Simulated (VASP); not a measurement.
# Nb3Sn (Pm-3n) in VASP: settings compared

Nb3Sn is run at these levels: LDA, PBEsol, PBE; tasks: single point.

All numbers are computed with VASP 6.6.1; they aren't measurements. Logs are shortened: lines on timing, memory, paths and dates and some standing lists are left out, and cuts for length are marked.

### 1 The cell of the first run

The structure is cubic, space group Pm-3n (No. 223). The conventional cell has a = 5.221 Å, b = 5.221 Å, c = 5.221 Å, α = 90.00°, β = 90.00°, γ = 90.00°. Nb (site symmetry -4m2) has 10 Nb at 2.61 to 3.20 Å and 4 Sn at 2.92 Å within 3.4 Å. Sn (site symmetry m-3) has 12 Nb at 2.92 Å within 3.8 Å.

### 2 Single point, LDA

Contents of INCAR:

```
PREC = Accurate ; ENCUT = 520
EDIFF = 1E-7 ; ISMEAR = -1
SIGMA = 0.1 ; LREAL = False
LASPH = True ; NELM = 60
ALGO = Normal ; ISIF = 2
LWAVE = False ; LCHARG = False
NBANDS = 63
```

Contents of KPOINTS:

```
regular mesh
0
Gamma
  6 6 6
```

Contents of POSCAR:

```
Nb3Sn
1.0
    5.2210897621      0.0000000000      0.0000000000
    0.0000000000      5.2210897621      0.0000000000
    0.0000000000      0.0000000000      5.2210897621
Nb Sn
6 2
Direct
    0.2500000000      0.0000000000      0.5000000000
    0.5000000000      0.7500000000      0.0000000000
    0.7500000000      0.0000000000      0.5000000000
    0.5000000000      0.2500000000      0.0000000000
    0.0000000000      0.5000000000      0.7500000000
    0.0000000000      0.5000000000      0.2500000000
    0.0000000000      0.0000000000      0.0000000000
    0.5000000000      0.5000000000      0.5000000000
```

Potentials or basis: VASP PAW LDA potentials, release 64 (Nb_sv, Sn_d).

On the command line:

```sh
$ cat potpaw_LDA.64/Nb_sv/POTCAR potpaw_LDA.64/Sn_d/POTCAR > POTCAR
$ mpirun -np 1 vasp_std > vasp.out
```

OUTCAR:

```text
PREC = Accurate
   ENCUT = 520
   EDIFF = 1E-7
   ISMEAR = -1
   LREAL = False
   LASPH = True
   NELM = 60
   ISIF = 2

 ion  position               nearest neighbor table
   1  0.250  0.000  0.500-   3 2.61   3 2.61   8 2.92   7 2.92   8 2.92   7 2.92
   2  0.500  0.750  0.000-   4 2.61   4 2.61   8 2.92   8 2.92   7 2.92   7 2.92
   3  0.750  0.000  0.500-   1 2.61   1 2.61   8 2.92   7 2.92   8 2.92   7 2.92
   4  0.500  0.250  0.000-   2 2.61   2 2.61   8 2.92   8 2.92   7 2.92   7 2.92
   5  0.000  0.500  0.750-   6 2.61   6 2.61   8 2.92   7 2.92   7 2.92   8 2.92
   6  0.000  0.500  0.250-   5 2.61   5 2.61   8 2.92   7 2.92   7 2.92   8 2.92
   7  0.000  0.000  0.000-   1 2.92   2 2.92   3 2.92   4 2.92   5 2.92   6 2.92   1 2.92   3 2.92
                             5 2.92   6 2.92   2 2.92   4 2.92
   8  0.500  0.500  0.500-   1 2.92   2 2.92   3 2.92   4 2.92   5 2.92   6 2.92   2 2.92   4 2.92
                             1 2.92   3 2.92   5 2.92   6 2.92

  LATTYP: Found a simple cubic cell.
 ALAT       =     5.2210897621

  Lattice vectors:

 A1 = (   5.2210897621,   0.0000000000,   0.0000000000)
 A2 = (   0.0000000000,   5.2210897621,   0.0000000000)
 A3 = (   0.0000000000,   0.0000000000,   5.2210897621)

Analysis of symmetry for initial positions (statically):
=====================================================================
 Subroutine PRICEL returns:
 Original cell was already a primitive cell.

 Routine SETGRP: Setting up the symmetry group for a
 simple cubic supercell.

 Subroutine GETGRP returns: Found 48 space group operations
 (whereof 24 operations were pure point group operations)
 out of a pool of 48 trial point group operations.

The static configuration has the point symmetry T_h .
 The point group associated with its full space group is O_h .

Analysis of symmetry for dynamics (positions and initial velocities):
=====================================================================
 Subroutine PRICEL returns:
 Original cell was already a primitive cell.

 Routine SETGRP: Setting up the symmetry group for a
 simple cubic supercell.

 Subroutine GETGRP returns: Found 48 space group operations
 (whereof 24 operations were pure point group operations)
 out of a pool of 48 trial point group operations.

The dynamic configuration has the point symmetry T_h .
 The point group associated with its full space group is O_h .

 Subroutine INISYM returns: Found 48 space group operations
 (whereof 24 operations are pure point group operations),
 and found     1 'primitive' translations

----------------------------------------------------------------------------------------

                                     Primitive cell

  volume of cell :     142.3257

  direct lattice vectors                    reciprocal lattice vectors
     5.221089762  0.000000000  0.000000000     0.191530896  0.000000000  0.000000000
     0.000000000  5.221089762  0.000000000     0.000000000  0.191530896  0.000000000
     0.000000000  0.000000000  5.221089762     0.000000000  0.000000000  0.191530896

  length of vectors
     5.221089762  5.221089762  5.221089762     0.191530896  0.191530896  0.191530896

  position of ions in fractional coordinates (direct lattice)
     0.250000000  0.000000000  0.500000000
     0.500000000  0.750000000  0.000000000
     0.750000000  0.000000000  0.500000000
     0.500000000  0.250000000  0.000000000
     0.000000000  0.500000000  0.750000000
     0.000000000  0.500000000  0.250000000
     0.000000000  0.000000000  0.000000000
     0.500000000  0.500000000  0.500000000

  ion indices of the primitive-cell ions
   primitive index   ion index
                 1           1
                 2           2
                 3           3
                 4           4
                 5           5
                 6           6
                 7           7
                 8           8

----------------------------------------------------------------------------------------

 KPOINTS: regular mesh

Automatic generation of k-mesh.
 Grid dimensions read from file:
 generate k-points for:    6    6    6

 Generating k-lattice:

  Cartesian coordinates                     Fractional coordinates (reciprocal lattice)
     0.031921816  0.000000000  0.000000000     0.166666667  0.000000000  0.000000000
     0.000000000  0.031921816  0.000000000     0.000000000  0.166666667  0.000000000
     0.000000000  0.000000000  0.031921816     0.000000000  0.000000000  0.166666667

  Length of vectors
     0.031921816  0.031921816  0.031921816

  Shift w.r.t. Gamma in fractional coordinates (k-lattice)
     0.000000000  0.000000000  0.000000000

 Subroutine IBZKPT returns following result:
 ===========================================

 Found     20 irreducible k-points:

 Following reciprocal coordinates:
            Coordinates               Weight
  0.000000  0.000000  0.000000      1.000000
  0.166667  0.000000  0.000000      6.000000
  0.333333  0.000000  0.000000      6.000000
  0.500000  0.000000  0.000000      3.000000
  0.166667  0.166667  0.000000     12.000000
  0.333333  0.166667  0.000000     24.000000
[... 12 lines left out ...]
  0.500000  0.500000  0.333333      6.000000
  0.500000  0.500000  0.500000      1.000000
   k-points           NKPTS =     20   k-points in BZ     NKDIM =     20   number of bands    NBANDS=     63
   number of dos      NEDOS =    301   number of ions     NIONS =      8
   total plane-waves  NPLWV =  64000
   dimension x,y,z NGX =    40 NGY =   40 NGZ =   40
   dimension x,y,z NGXF=    80 NGYF=   80 NGZF=   80
   ions per type =               6   2
   NGX,Y,Z   is equivalent  to a cutoff of  12.74, 12.74, 12.74 a.u.
   NGXF,Y,Z  is equivalent  to a cutoff of  25.47, 25.47, 25.47 a.u.
 SYSTEM =  unknown system
   PREC   = accura    normal or accurate (medium, high low for compatibility)
   ISTART =      0    job   : 0-new  1-cont  2-samecut
   ICHARG =      2    charge: 1-file 2-atom 10-const
   ISPIN  =      1    spin polarized calculation?
   LNONCOLLINEAR =      F non collinear calculations
   LSORBIT =      F    spin-orbit coupling
   LASPH  =      T    aspherical Exc in radial PAW
   ENCUT  =  520.0 eV  38.22 Ry    6.18 a.u.   9.71  9.71  9.71*2*pi/ulx,y,z
   NELM   =     60;   NELMIN=  2; NELMDL= -5     # of ELM steps
   EDIFF  = 0.1E-06   stopping-criterion for ELM
   LREAL  =      F    real-space projection
   EDIFFG = 0.1E-05   stopping-criterion for IOM
   NSW    =      0    number of steps for IOM
   IBRION =     -1    ionic relax: 0-MD 1-quasi-New 2-CG
   NFREE  =      0    steps in history (QN), initial steepest desc. (CG)
   ISIF   =      2    stress and relaxation
   ISYM   =      2    0-nonsym 1-usesym 2-fastsym
   POTIM  = 0.5000    time-step for ionic-motion
   TEBEG  =    0.0;   TEEND  =   0.0 temperature during run
   PSTRESS=    0.0 pullay stress
   NELECT =     106.0000    total number of electrons
   NUPDOWN=      -1.0000    fix difference up-down
   EMIN   =  10.00;   EMAX   =-10.00  energy-range for DOS
   EFERMI =   0.00;   METHOD = LEGACY
   ISMEAR =    -1;   SIGMA  =   0.10  broadening in eV -4-tet -1-fermi 0-gaus
   EFERMI_NEDOS =   21; number of points for ismear=-14 and -15
   IALGO  =     38    algorithm
   IMIX   =      4    mixing-type and parameters
     AMIX     =   0.40;   BMIX     =  1.00
     AMIX_MAG =   1.60;   BMIX_MAG =  1.00
  volume/ion in A,a.u.               =      17.79       120.06
  Fermi-wavevector in a.u.,A,eV,Ry     =   1.483938  2.804235 29.960990  2.202071
  Thomas-Fermi vector in A             =   2.597537
   LORBIT       =      0    0 simple, 1 ext, 2 COOP (PROOUT), +10 PAW based schemes
   GGA     = CA    functional components
   LHFCALC =     F    Hartree Fock is set to
   AEXX    =    0.0000 exact exchange contribution
   IVDW    =     0    specifies the selected vdW correction
   LEPSILON=     F    determine dielectric tensor
   LRPA    =     F    only Hartree local field effects (RPA)
 non-spin polarized calculation
  energy-cutoff  :      520.00
  volume of cell :      142.33
 maximum number of plane-waves:      3887
 NGX is ok and might be reduce to    40
   NGX = 19   NGY = 19   NGZ = 19

 number of electron     105.9999986 magnetization

 Free energy of the ion-electron system (eV)
  ---------------------------------------------------
  ext. energy  EPLUGINS =         0.00000000
  ---------------------------------------------------
  free energy    TOTEN  =       -78.42682124 eV

  energy without entropy =      -78.10466846  energy(sigma->0) =      -78.26574485

 E-fermi :  11.7718     XC(G=0): -12.7715

 val. band max:       11.7708334108   @ k =   0.5000   0.3333   0.3333
 cond. band min:      11.8166960677   @ k =   0.3333   0.1667   0.0000
 fundamental gap:      0.0458626569
 Fermi energy:        11.7718319310

 k-point     1 :       0.0000    0.0000    0.0000
  band No.  band energies     occupation
      1     -42.4577      2.00000
      2     -42.3699      2.00000
      3     -42.3699      2.00000
      4     -42.1134      2.00000
      5     -42.1134      2.00000
      6     -42.1134      2.00000
[... 55 lines left out ...]
     62      15.6829      0.00000
     63      15.7218      0.00000

 k-point     2 :       0.1667    0.0000    0.0000
  band No.  band energies     occupation
      1     -42.4482      2.00000
      2     -42.3743      2.00000
      3     -42.3569      2.00000
      4     -42.1326      2.00000
      5     -42.1133      2.00000
      6     -42.1133      2.00000
[... 55 lines left out ...]
     62      15.4296      0.00000
     63      15.5890      0.00000

 k-point     3 :       0.3333    0.0000    0.0000
  band No.  band energies     occupation
      1     -42.4271      2.00000
      2     -42.3867      2.00000
      3     -42.3162      2.00000
      4     -42.1845      2.00000
      5     -42.1134      2.00000
      6     -42.1134      2.00000
[... 1111 lines left out ...]
     62      14.4514      0.00000
     63      14.6648      0.00000

 k-point    20 :       0.5000    0.5000    0.5000
  band No.  band energies     occupation
      1     -42.2587      2.00000
      2     -42.2587      2.00000
      3     -42.2587      2.00000
      4     -42.2587      2.00000
      5     -42.2587      2.00000
      6     -42.2587      2.00000
[... 55 lines left out ...]
     62      14.3427      0.00000
     63      14.3457      0.00000

------------------------ aborting loop because EDIFF is reached ----------------------------------------

  FORCE on cell =-STRESS in cart. coord.  units (eV):
  Direction    XX          YY          ZZ          XY          YZ          ZX
  --------------------------------------------------------------------------------------
  -------------------------------------------------------------------------------------
  Total        0.0355065      0.0355065      0.0355065     -0.0000000     -0.0000000      0.0000000
  in kB        0.3997004      0.3997004      0.3997004     -0.0000000     -0.0000000      0.0000000
  external PRESSURE =       0.3997004 kB  Pullay stress =       0.0000000 kB

 VOLUME and BASIS-vectors are now :
 -----------------------------------------------------------------------------
  energy-cutoff  :      520.00
  volume of cell :      142.33
      direct lattice vectors                 reciprocal lattice vectors
     5.221089762  0.000000000  0.000000000     0.191530896  0.000000000  0.000000000
     0.000000000  5.221089762  0.000000000     0.000000000  0.191530896  0.000000000
     0.000000000  0.000000000  5.221089762     0.000000000  0.000000000  0.191530896

 POSITION                                       TOTAL-FORCE (eV/Angst)
 -----------------------------------------------------------------------------------
      1.30527      0.00000      2.61054        -0.000000      0.000000      0.000000
      2.61054      3.91582      0.00000        -0.000000      0.000000      0.000000
      3.91582      0.00000      2.61054         0.000000     -0.000000     -0.000000
      2.61054      1.30527      0.00000        -0.000000     -0.000000     -0.000000
      0.00000      2.61054      3.91582         0.000000     -0.000000     -0.000000
      0.00000      2.61054      1.30527         0.000000     -0.000000      0.000000
      0.00000      0.00000      0.00000         0.000000      0.000000      0.000000
      2.61054      2.61054      2.61054         0.000000      0.000000      0.000000
 -----------------------------------------------------------------------------------
    total drift:                                0.000000     -0.000000      0.000000

  FREE ENERGIE OF THE ION-ELECTRON SYSTEM (eV)
  ---------------------------------------------------
  free  energy   TOTEN  =       -78.4268212379 eV

  energy  without entropy=      -78.1046684624  energy(sigma->0) =      -78.26574485
```

Wall time 2.7 min (1 thread of Intel Xeon Platinum 8259CL at 2.50GHz (Skylake/Cascade Lake), shared host); peak memory 0.27 GiB.

Results:

```
Free energy            : -78.4268 eV
Pressure               : 0.0 GPa
Band gap on the k mesh : zero (band 53 reaches 12.01 eV, above the bottom of band 54 at 11.40 eV)
```

Caveat: spin-orbit coupling is left out, which moves the levels of the heavy elements.

### 3 Single point, PBEsol

This run uses another cell than the first one, of 18.18 Å³/atom, 1.022 times its volume.

Contents of INCAR:

```
SYSTEM = Nb3Sn
ALGO = Normal
EDIFF = 1E-6
ENCUT = 520
GGA = PS
ISIF = 2
ISMEAR = -1
LASPH = .TRUE.
LCHARG = .FALSE.
LREAL = .FALSE.
LWAVE = .FALSE.
NBANDS = 63
NELM = 60
PREC = Accurate
SIGMA = 0.1
```

Contents of KPOINTS:

```
k-points
0
G
  6 6 6
  0 0 0
```

POSCAR: that of step 2 with these lines changed.

```diff
@@ -2,5 +2,5 @@
 1.0
-    5.2210897621      0.0000000000      0.0000000000
-    0.0000000000      5.2210897621      0.0000000000
-    0.0000000000      0.0000000000      5.2210897621
+    5.2585849943      0.0000000000      0.0000000000
+    0.0000000000      5.2585849943      0.0000000000
+    0.0000000000      0.0000000000      5.2585849943
 Nb Sn
```

Potentials or basis: VASP PAW PBE potentials, release 64 (Nb_sv, Sn_d).

On the command line:

```sh
$ cat potpaw_PBE.64/Nb_sv/POTCAR potpaw_PBE.64/Sn_d/POTCAR > POTCAR
$ mpirun -np 1 vasp_std > vasp.out
```

OUTCAR:

```text
SYSTEM = Nb3Sn
   EDIFF = 1E-6
   ENCUT = 520
   GGA = PS
   ISIF = 2
   ISMEAR = -1
   LASPH = .TRUE.
   LREAL = .FALSE.
   NELM = 60
   PREC = Accurate

 ion  position               nearest neighbor table
   1  0.250  0.000  0.500-   3 2.63   3 2.63   8 2.94   7 2.94   8 2.94   7 2.94
   2  0.500  0.750  0.000-   4 2.63   4 2.63   8 2.94   8 2.94   7 2.94   7 2.94
   3  0.750  0.000  0.500-   1 2.63   1 2.63   8 2.94   7 2.94   8 2.94   7 2.94
   4  0.500  0.250  0.000-   2 2.63   2 2.63   8 2.94   8 2.94   7 2.94   7 2.94
   5  0.000  0.500  0.750-   6 2.63   6 2.63   8 2.94   7 2.94   7 2.94   8 2.94
   6  0.000  0.500  0.250-   5 2.63   5 2.63   8 2.94   7 2.94   7 2.94   8 2.94
   7  0.000  0.000  0.000-   1 2.94   2 2.94   3 2.94   4 2.94   5 2.94   6 2.94   1 2.94   3 2.94
                             5 2.94   6 2.94   2 2.94   4 2.94
   8  0.500  0.500  0.500-   1 2.94   2 2.94   3 2.94   4 2.94   5 2.94   6 2.94   2 2.94   4 2.94
                             1 2.94   3 2.94   5 2.94   6 2.94

  LATTYP: Found a simple cubic cell.
 ALAT       =     5.2585849943

  Lattice vectors:

 A1 = (   5.2585849943,   0.0000000000,   0.0000000000)
[... 193 lines left out ...]
 k-point     1 :       0.0000    0.0000    0.0000
  band No.  band energies     occupation
      1     -42.9475      2.00000
      2     -42.8691      2.00000
      3     -42.8691      2.00000
      4     -42.6340      2.00000
      5     -42.6340      2.00000
      6     -42.6340      2.00000
[... 1309 lines left out ...]
     62      14.0592      0.00000
     63      14.0743      0.00000

------------------------ aborting loop because EDIFF is reached ----------------------------------------

  FORCE on cell =-STRESS in cart. coord.  units (eV):
  Direction    XX          YY          ZZ          XY          YZ          ZX
  --------------------------------------------------------------------------------------
  -------------------------------------------------------------------------------------
  Total       -0.1553948     -0.1553948     -0.1553948     -0.0000000     -0.0000000      0.0000000
  in kB       -1.7121443     -1.7121443     -1.7121443     -0.0000000     -0.0000000      0.0000000
  external PRESSURE =      -1.7121443 kB  Pullay stress =       0.0000000 kB

 VOLUME and BASIS-vectors are now :
 -----------------------------------------------------------------------------
  energy-cutoff  :      520.00
  volume of cell :      145.41
      direct lattice vectors                 reciprocal lattice vectors
     5.258584994  0.000000000  0.000000000     0.190165225  0.000000000  0.000000000
     0.000000000  5.258584994  0.000000000     0.000000000  0.190165225  0.000000000
     0.000000000  0.000000000  5.258584994     0.000000000  0.000000000  0.190165225

 POSITION                                       TOTAL-FORCE (eV/Angst)
 -----------------------------------------------------------------------------------
      1.31465      0.00000      2.62929         0.000000     -0.000000      0.000000
      2.62929      3.94394      0.00000        -0.000000     -0.000000      0.000000
      3.94394      0.00000      2.62929        -0.000000      0.000000      0.000000
      2.62929      1.31465      0.00000        -0.000000      0.000000     -0.000000
      0.00000      2.62929      3.94394         0.000000      0.000000      0.000000
      0.00000      2.62929      1.31465         0.000000      0.000000     -0.000000
      0.00000      0.00000      0.00000         0.000000     -0.000000     -0.000000
      2.62929      2.62929      2.62929         0.000000     -0.000000     -0.000000
 -----------------------------------------------------------------------------------
    total drift:                                0.000000     -0.000000      0.000000

  FREE ENERGIE OF THE ION-ELECTRON SYSTEM (eV)
  ---------------------------------------------------
  free  energy   TOTEN  =       -76.1364481826 eV

  energy  without entropy=      -75.8111381525  energy(sigma->0) =      -75.97379317
```

stdout:

```text
POSCAR found type information on POSCAR NbSn
 POSCAR found :  2 types and       8 ions
 scaLAPACK will be used
 -----------------------------------------------------------------------------
|                                                                             |
|                                                                             |
|     You enforced a specific xc type in the INCAR file but a different       |
|     I HOPE YOU KNOW WHAT YOU ARE DOING!                                     |
|                                                                             |
 -----------------------------------------------------------------------------

 LDA part: xc-table for (Slater+PW92), standard interpolation
 POSCAR, INCAR and KPOINTS ok, starting setup
 FFT: planning ... GRIDC
 FFT: planning ... GRID_SOFT
 FFT: planning ... GRID
 WAVECAR not read
 entering main loop
```

It took 2.5 min on 1 thread of Intel Xeon Platinum 8259CL at 2.50GHz (Skylake/Cascade Lake), shared host; peak memory 0.32 GiB.

What came out:

- Free energy: -76.1364 eV
- Pressure: -0.2 GPa
- Band gap on the k mesh: zero (band 53 reaches 11.71 eV, above the bottom of band 54 at 11.13 eV)

Caveat: the PAW data sets were made with another functional, which shifts forces and pressure a little; spin-orbit coupling is left out, which moves the levels of the heavy elements.

(Continued in part 2 of 2.)
